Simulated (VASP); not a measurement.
Runs of VASP 6.6.1 on TiN (Osbornite). The structure is cubic, space group Fm-3m (No. 225). The conventional cell has a = 4.238 Å, b = 4.238 Å, c = 4.238 Å, α = 90.00°, β = 90.00°, γ = 90.00°. Within 2.8 Å of Ti (site symmetry m-3m) lie 6 N at 2.12 Å. Within 2.8 Å of N (site symmetry m-3m) lie 6 Ti at 2.12 Å. 

```csv
level,potentials or basis,cutoff (eV),second run,gap on the mesh (eV),pressure (GPa)
PBEsol,"VASP PAW PBE potentials, release 64 (Ti_sv, N)",520,-,none,-6.3
RPBE,"VASP PAW PBE potentials, release 64 (Ti_sv, N)",520,-,none,7.6
revPBE,"VASP PAW PBE potentials, release 64 (Ti_sv, N)",520,-,none,(b)
r2SCAN,"VASP PAW PBE potentials, release 64 (Ti_sv, N_h)",910,hard_potentials,none,(a)
r2SCAN,"VASP PAW PBE potentials, release 64 (Ti_sv, N)",520,-,none,0.5
```

Alike in all rows: task single point; no spin polarisation; cell as given; k mesh 12 × 12 × 12; smearing fermi-dirac 0.1 eV.

Question: Fill in the values left out.

Answer: (a) 0.4; (b) 6.2.

Caveats: the PAW data sets were made with another functional, which shifts forces and pressure a little; the cutoff is under 1.25 times the usual one of these potentials, so pressure, stress and relaxed cells hold a basis-set (Pulay) error (some runs).

A gap of «none» marks levels without a gap at the run's occupations.
